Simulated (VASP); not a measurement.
# GaC2 (Cmcm) in VASP: single point with PBE

Aim: the single point of GaC2 with PBE.

Program: VASP 6.6.1. These are calculated values, not measurements. Logs are shortened: lines on timing, memory, paths and dates and some standing lists are left out, and cuts for length are marked.

### 1 The cell of the first run

The structure is orthorhombic, space group Cmcm (No. 63). Conventional cell: a = 3.306 Å, b = 18.003 Å, c = 2.637 Å, α = 90.00°, β = 90.00°, γ = 90.00°. Ga (site symmetry m2m) has 5 C at 2.11 to 2.21 Å and 2 Ga at 2.64 Å within 2.8 Å. C (site symmetry m2m) has 2 C at 1.32 Å within 1.8 Å. Within 2.8 Å of C (site symmetry m2m) lie 5 Ga at 2.11 to 2.21 Å and 2 C at 2.64 Å.

### 2 Single point, PBE

INCAR reads:

```
PREC     = Accurate       # precision mode
ENCUT    = 520            # plane-wave cutoff, eV
EDIFF    = 1E-6           # SCF threshold, eV
ISMEAR   = 0              # smearing method
SIGMA    = 0.1            # smearing width, eV
LREAL    = False          # projectors in reciprocal space
LASPH    = True           # aspherical terms in the spheres
NELM     = 60             # most SCF steps
ALGO     = Normal         # electronic algorithm
ISIF     = 2              # what is computed and relaxed
LWAVE    = False          # write WAVECAR
LCHARG   = False          # write CHGCAR
GGA      = PE             # functional
NBANDS   = 30             # bands
```

KPOINTS reads:

```
Automatic mesh
0
Gamma
  12 12 14
```

POSCAR reads:

```
GaC2
1.0
    1.6531271075     -9.0012936797      0.0000000000
    1.6531271075      9.0012936797      0.0000000000
    0.0000000000      0.0000000000      2.6373691524
Ga C
2 4
Direct
    0.8117994321      0.1882005679      0.7500000000
    0.1882005679      0.8117994321      0.2500000000
    0.9994557387      0.0005442613      0.7500000000
    0.0005442613      0.9994557387      0.2500000000
    0.6889872458      0.3110127542      0.7500000000
    0.3110127542      0.6889872458      0.2500000000
```

Potentials or basis: VASP PAW PBE potentials, release 64 (Ga_d, C).

The run is started by

```bash
> cat potpaw_PBE.64/Ga_d/POTCAR potpaw_PBE.64/C/POTCAR > POTCAR
> mpirun -np 1 vasp_std > vasp.out
```

OUTCAR:

```text
PREC = Accurate
   ENCUT = 520
   EDIFF = 1E-6
   ISMEAR = 0
   LREAL = False
   LASPH = True
   NELM = 60
   ISIF = 2
   GGA = PE

 ion  position               nearest neighbor table
   1  0.812  0.188  0.750-   6 2.11   6 2.11   6 2.11   6 2.11   5 2.21
   2  0.188  0.812  0.250-   5 2.11   5 2.11   5 2.11   5 2.11   6 2.21
   3  0.999  0.001  0.750-   4 1.32   4 1.32
   4  0.001  0.999  0.250-   3 1.32   3 1.32
   5  0.689  0.311  0.750-   2 2.11   2 2.11   2 2.11   2 2.11   1 2.21
   6  0.311  0.689  0.250-   1 2.11   1 2.11   1 2.11   1 2.11   2 2.21

  LATTYP: Found a base centered orthorhombic cell.
 ALAT       =     3.3062542150
 B/A-ratio  =     5.4450100291
 C/A-ratio  =     0.7976909762

  Lattice vectors:

 A1 = (   1.6531271075,  -9.0012936797,   0.0000000000)
 A2 = (   1.6531271075,   9.0012936797,   0.0000000000)
 A3 = (   0.0000000000,   0.0000000000,   2.6373691524)

Analysis of symmetry for initial positions (statically):
=====================================================================
 Subroutine PRICEL returns:
 Original cell was already a primitive cell.

 Routine SETGRP: Setting up the symmetry group for a
 base centered orthorhombic supercell.

 Subroutine GETGRP returns: Found  8 space group operations
 (whereof  4 operations were pure point group operations)
 out of a pool of  8 trial point group operations.

The static configuration has the point symmetry C_2h.
 The point group associated with its full space group is D_2h.

Analysis of symmetry for dynamics (positions and initial velocities):
=====================================================================
 Subroutine PRICEL returns:
 Original cell was already a primitive cell.

 Routine SETGRP: Setting up the symmetry group for a
 base centered orthorhombic supercell.

 Subroutine GETGRP returns: Found  8 space group operations
 (whereof  4 operations were pure point group operations)
 out of a pool of  8 trial point group operations.

The dynamic configuration has the point symmetry C_2h.
 The point group associated with its full space group is D_2h.

 Subroutine INISYM returns: Found  8 space group operations
 (whereof  4 operations are pure point group operations),
 and found     1 'primitive' translations

----------------------------------------------------------------------------------------

                                     Primitive cell

  volume of cell :      78.4896

[... 99 lines left out ...]
   NSW    =      0    number of steps for IOM
   IBRION =     -1    ionic relax: 0-MD 1-quasi-New 2-CG
   NFREE  =      0    steps in history (QN), initial steepest desc. (CG)
   ISIF   =      2    stress and relaxation
   ISYM   =      2    0-nonsym 1-usesym 2-fastsym
   POTIM  = 0.5000    time-step for ionic-motion
   TEBEG  =    0.0;   TEEND  =   0.0 temperature during run
   PSTRESS=    0.0 pullay stress
   NELECT =      42.0000    total number of electrons
   NUPDOWN=      -1.0000    fix difference up-down
   EMIN   =  10.00;   EMAX   =-10.00  energy-range for DOS
   EFERMI =   0.00;   METHOD = LEGACY
   ISMEAR =     0;   SIGMA  =   0.10  broadening in eV -4-tet -1-fermi 0-gaus
   EFERMI_NEDOS =   21; number of points for ismear=-14 and -15
   IALGO  =     38    algorithm
   IMIX   =      4    mixing-type and parameters
     AMIX     =   0.40;   BMIX     =  1.00
     AMIX_MAG =   1.60;   BMIX_MAG =  1.00
  volume/ion in A,a.u.               =      13.08        88.28
  Fermi-wavevector in a.u.,A,eV,Ry     =   1.329088  2.511613 24.034368  1.766476
  Thomas-Fermi vector in A             =   2.458277
   LORBIT       =      0    0 simple, 1 ext, 2 COOP (PROOUT), +10 PAW based schemes
   GGA     = PE    functional components
   LHFCALC =     F    Hartree Fock is set to
   AEXX    =    0.0000 exact exchange contribution
   IVDW    =     0    specifies the selected vdW correction
   LEPSILON=     F    determine dielectric tensor
   LRPA    =     F    only Hartree local field effects (RPA)
 non-spin polarized calculation
 Gauss-broadening in eV      SIGMA  =   0.10
  energy-cutoff  :      520.00
  volume of cell :       78.49
 maximum number of plane-waves:      2146
 NGX is ok and might be reduce to    70
   NGX = 35   NGY = 35   NGZ =  9

 number of electron      41.9999987 magnetization

 Free energy of the ion-electron system (eV)
  ---------------------------------------------------
  ext. energy  EPLUGINS =         0.00000000
  ---------------------------------------------------
  free energy    TOTEN  =       -34.52884300 eV

  energy without entropy =      -34.51982389  energy(sigma->0) =      -34.52433345

 E-fermi :   3.8629     XC(G=0): -10.1688

 val. band max:        3.8619879155   @ k =   0.5000   0.5000   0.3571
 cond. band min:       3.8629997829   @ k =  -0.3333   0.2500   0.5000
 fundamental gap:      0.0010118674
 Fermi energy:         3.8628631087

 k-point     1 :       0.0000    0.0000    0.0000
  band No.  band energies     occupation
      1     -12.3459      2.00000
      2     -11.6112      2.00000
      3     -11.5229      2.00000
      4     -11.1454      2.00000
      5     -11.1042      2.00000
      6     -10.8845      2.00000
[... 781 lines left out ...]
     29      12.9330      0.00000
     30      13.9935      0.00000

 [... further k-points ...]

------------------------ aborting loop because EDIFF is reached ----------------------------------------

  FORCE on cell =-STRESS in cart. coord.  units (eV):
  Direction    XX          YY          ZZ          XY          YZ          ZX
  --------------------------------------------------------------------------------------
  -------------------------------------------------------------------------------------
  Total        0.1357946      0.0674513      0.0947141      0.0000000     -0.0000000      0.0000000
  in kB        2.7719224      1.3768572      1.9333608      0.0000000     -0.0000000      0.0000000
  external PRESSURE =       2.0273801 kB  Pullay stress =       0.0000000 kB

 VOLUME and BASIS-vectors are now :
 -----------------------------------------------------------------------------
  energy-cutoff  :      520.00
  volume of cell :       78.49
      direct lattice vectors                 reciprocal lattice vectors
     1.653127108 -9.001293680  0.000000000     0.302457081 -0.055547571  0.000000000
     1.653127108  9.001293680  0.000000000     0.302457081  0.055547571  0.000000000
     0.000000000  0.000000000  2.637369152     0.000000000  0.000000000  0.379165730

 POSITION                                       TOTAL-FORCE (eV/Angst)
 -----------------------------------------------------------------------------------
      1.65313     -5.61320      1.97803         0.000000     -0.016295      0.000000
      1.65313      5.61320      0.65934         0.000000      0.016295      0.000000
      1.65313     -8.99150      1.97803         0.000000     -0.002685      0.000000
      1.65313      8.99150      0.65934         0.000000      0.002685      0.000000
      1.65313     -3.40226      1.97803         0.000000      0.013722     -0.000000
      1.65313      3.40226      0.65934         0.000000     -0.013722      0.000000
 -----------------------------------------------------------------------------------
    total drift:                               -0.000000      0.000000     -0.000000

  FREE ENERGIE OF THE ION-ELECTRON SYSTEM (eV)
  ---------------------------------------------------
  free  energy   TOTEN  =       -34.5288429991 eV

  energy  without entropy=      -34.5198238933  energy(sigma->0) =      -34.52433345
```

It took 15 min on 1 thread of Intel Xeon 6975P-C (Granite Rapids), shared host; peak memory 0.78 GiB.

Results:

```
Free energy            : -34.5288 eV
Pressure               : 0.2 GPa
Largest force          : 0.016 eV/Å
Band gap on the k mesh : zero (bands 21 and 22 overlap by 4.02 eV)
```

Forces on the atoms (eV/Å):
```
Ga   0.000 -0.016  0.000
Ga   0.000  0.016  0.000
C    0.000 -0.003  0.000
C    0.000  0.003  0.000
C    0.000  0.014  0.000
C    0.000 -0.014  0.000
```

Levels at points of the mesh, in eV from the Fermi level:
| k point | band 19 | band 20 | band 21 | band 22 | band 23 | band 24 |
| --- | --- | --- | --- | --- | --- | --- |
| (0.00, 0.00, 0.00) | -2.07 | -1.62 | 0.95 | 2.02 | 2.14 | 2.47 |
| (0.50, 0.00, 0.00) | -1.88 | -1.72 | 2.57 | 2.57 | 3.54 | 4.15 |
| (0.50, 0.50, 0.00) | -2.08 | -1.85 | 0.95 | 2.03 | 2.31 | 2.41 |
| (0.00, 0.00, 0.50) | -0.47 | -0.47 | 0.29 | 0.29 | 0.80 | 0.80 |
| (0.50, 0.00, 0.50) | -2.17 | -2.17 | -0.88 | -0.88 | -0.23 | -0.23 |
| (0.50, 0.50, 0.50) | 0.05 | 0.05 | 0.29 | 0.29 | 0.80 | 0.80 |
